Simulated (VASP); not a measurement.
**Cu: single point with PBE**

Cu:

```
CELL_PARAMETERS angstrom
0.00000 1.80500 1.80500
1.80500 0.00000 1.80500
1.80500 1.80500 0.00000
ATOMIC_POSITIONS crystal
Cu 0.00000 0.00000 0.00000
```

- Program: VASP 6.6.1
- Task: single point
- Functional: PBE
- Potentials or basis: VASP PAW PBE potentials, release 64 (Cu)
- Cutoff: 520 eV
- k mesh: 10 × 10 × 10
- Occupations: gaussian, width 0.05 eV
- Spin: no spin polarisation
- Dipole correction: no
- Further INCAR settings: ALGO = Fast; EDIFF = 1e-06; NBANDS = 12

```yaml
Pressure: 3.5 GPa
```

Levels at points of the mesh, in eV from the Fermi level:
| k point | band 2 | band 3 | band 4 | band 5 | band 6 | band 7 | band 8 | band 9 | band 10 | band 11 |
| --- | --- | --- | --- | --- | --- | --- | --- | --- | --- | --- |
| (0.00, 0.00, 0.00) | -2.91 | -2.91 | -2.91 | -2.08 | -2.08 | 22.76 | 25.44 | 25.44 | 25.44 | 27.93 |
| (0.50, 0.00, 0.00) | -2.94 | -2.94 | -1.51 | -1.51 | -0.88 | 3.91 | 21.25 | 22.27 | 22.27 | 25.27 |
| (0.50, 0.50, 0.00) | -4.31 | -1.52 | -1.36 | -1.36 | 1.63 | 7.28 | 13.25 | 13.25 | 17.75 | 20.46 |

Wall time 6.2 s on 1 thread of Intel(R) Xeon(R) Platinum 8375C CPU @ 2.90GHz (Ice Lake) (shared host), peak memory 0.12 GiB.
